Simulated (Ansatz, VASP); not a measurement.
KCl in VASP and in Ansatz

```xyz
2
Lattice="0.0000 3.1291 3.1291 3.1291 0.0000 3.1291 3.1291 3.1291 0.0000" Properties=species:S:1:pos:R:3 pbc="T T T"
K     0.0000    0.0000    0.0000
Cl    3.1291    3.1291    3.1291
```

Change from the starting cell: hydrostatic strain -0.5%.

Alike in both runs: task single point; functional PBE; k mesh 8 × 8 × 8; occupations fermi-dirac, width 0.02 eV; no spin polarisation.

|  | VASP | Ansatz |
| --- | --- | --- |
| version | VASP 6.6.1 | Ansatz 0.2.0 |
| potentials or method | VASP PAW PBE potentials, release 64 (K_sv, Cl) | plane waves, PAW |
| plane-wave cutoff (eV) | 520 | 420 |
| valence electrons in the cell | 16 | 16 |

VASP gave:

- gap on the k mesh at the Fermi level (eV): 5.24
- pressure (GPa): 1.1

Question: What did Ansatz give for the same quantities?

Answer: gap on the k mesh at the Fermi level (eV): 5.25; pressure (GPa): 1.1.
